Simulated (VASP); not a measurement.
Input of a VASP 6.6.1 run:

Contents of INCAR:

```
PREC = Accurate
ENCUT = 500
EDIFF = 1E-6
ISMEAR = 0
SIGMA = 0.01
LREAL = False
LASPH = True
NELM = 120
ALGO = Normal
ISIF = 2
LWAVE = False
LCHARG = False
GGA = PE
NBANDS = 16
GGA_COMPAT = False
```

The input KPOINTS:

```
Automatic mesh
0
Gamma
  4 4 4
```

File POSCAR:

```
ZnS
1.0
    0.0000000000      2.7400896076      2.7400896076
    2.7400896076      0.0000000000      2.7400896076
    2.7400896076      2.7400896076      0.0000000000
Zn S
1 1
Direct
    0.0000000000      0.0000000000      0.0000000000
    0.2500000000      0.2500000000      0.2500000000
```

Potentials or basis: VASP PAW PBE potentials, release 64 (Zn, S).

The run is started by

```bash
$ cat potpaw_PBE.64/Zn/POTCAR potpaw_PBE.64/S/POTCAR > POTCAR
$ mpirun -np 1 vasp_std > vasp.out
```

Estimate the pressure.

-0.9 GPa.

Predict the band gap on the k mesh.

1.92 eV, direct.

Caveat: the k points lie up to 0.50 Å⁻¹ apart. A hybrid or GW would open this gap; PBE tends to underestimate it.
